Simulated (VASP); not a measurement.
CaMg, 2 atoms in the cell. Symmetry: Pm-3m, No. 221, cubic system. The conventional cell has a = 3.922 Å, b = 3.922 Å, c = 3.922 Å, α = 90.00°, β = 90.00°, γ = 90.00°. Ca (site symmetry m-3m) has 8 Mg at 3.40 Å and 6 Ca at 3.92 Å within 4.5 Å. Within 4.5 Å of Mg (site symmetry m-3m) lie 8 Ca at 3.40 Å and 6 Mg at 3.92 Å. 

| Item | Value |
| --- | --- |
| Program | VASP 6.6.1 |
| Task | single point |
| Functional | PBEsol |
| Potentials or basis | VASP PAW PBE potentials, release 64 (Ca_sv, Mg) |
| Cutoff | 520 eV |
| k mesh | 6 × 6 × 6 |
| Occupations | gaussian, width 0.05 eV |
| Spin | no spin polarisation |
| Dipole correction | no |
| Further INCAR settings | ALGO = Normal; EDIFF = 1e-06; NBANDS = 13 |

Potentials or basis: VASP PAW PBE potentials, release 64 (Ca_sv, Mg).

Launch:

```sh
$ cat potpaw_PBE.64/Ca_sv/POTCAR potpaw_PBE.64/Mg/POTCAR > POTCAR
$ mpirun -np 1 vasp_std > vasp.out
```

Hardware: 1 thread of Intel(R) Xeon(R) 6975P-C (Granite Rapids), on a shared host.

Problem. Estimate the wall time of this run.

Solution. Run time: 9.9 s on 1 thread of Intel(R) Xeon(R) 6975P-C (Granite Rapids), with other jobs on the host, peak memory 0.17 GiB. Counts: scf iterations 11, k points 20.
